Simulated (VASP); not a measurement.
Write the native input for VASP 6.6.1 that does the following.

```yaml
Task: single point
Functional: r2SCAN
Potentials_or_basis: VASP PAW PBE potentials, release 64 (Ga_d, Se)
Cutoff: 520 eV
k_mesh: 8 × 8 × 8
Occupations: fermi-dirac, width 0.05 eV
Spin: no spin polarisation
Dipole_correction: no
Further_INCAR_settings: ALGO = Normal; EDIFF = 1e-06; NBANDS = 30
```

The system is Ga3Se.

```
Ga Se
1.0
     4.43246    0.00000    0.00000
     0.00000    4.43246    0.00000
     0.00000    0.00000    4.37336
Ga Se
3 1
Direct
  0.00000 0.50000 0.50000
  0.50000 0.00000 0.50000
  0.50000 0.50000 0.00000
  0.00000 0.00000 0.00000
```

One way to write it, as run:

POSCAR

```
Ga3Se
1.0
    4.4324600000      0.0000000000      0.0000000000
    0.0000000000      4.4324600000      0.0000000000
    0.0000000000      0.0000000000      4.3733605333
Ga Se
3 1
Direct
    0.0000000000      0.5000000000      0.5000000000
    0.5000000000      0.0000000000      0.5000000000
    0.5000000000      0.5000000000      0.0000000000
    0.0000000000      0.0000000000      0.0000000000
```

INCAR.step1

```
SYSTEM = Ga3Se
  ALGO = Normal
  EDIFF = 1E-4
  ENCUT = 520
  GGA = PE
  ISMEAR = -1
  LASPH = .TRUE.
  LCHARG = .FALSE.
  LREAL = .FALSE.
  LWAVE = .TRUE.
  NBANDS = 30
  NELM = 100
  PREC = Accurate
  SIGMA = 0.05
```

INCAR.step2

```
SYSTEM = Ga3Se
  ALGO = Normal
  EDIFF = 1E-6
  ENCUT = 520
  ISIF = 2
  ISMEAR = -1
  ISTART = 1
  LASPH = .TRUE.
  LCHARG = .FALSE.
  LMIXTAU = .TRUE.
  LREAL = .FALSE.
  LWAVE = .FALSE.
  METAGGA = R2SCAN
  NBANDS = 30
  NELM = 100
  PREC = Accurate
  SIGMA = 0.05
```

KPOINTS

```
k-points
0
G
  8 8 8
  0 0 0
```

Potentials or basis: VASP PAW PBE potentials, release 64 (Ga_d, Se).

Command:

```sh
$ cat potpaw_PBE.64/Ga_d/POTCAR potpaw_PBE.64/Se/POTCAR > POTCAR
$ cp INCAR.step1 INCAR
$ mpirun -np 1 vasp_std > vasp.out
$ cp INCAR.step2 INCAR
$ mpirun -np 1 vasp_std > vasp.out
```

Results of the run:

```
Pressure               : -1.2 GPa
Band gap on the k mesh : zero (an odd number of electrons rules out a gap without spin polarisation)
```

Caveat: the PAW data sets were made with another functional, which shifts forces and pressure a little.

Run time: 13 min on 1 thread of Intel Xeon 8259CL (shared host), peak memory 0.33 GiB.
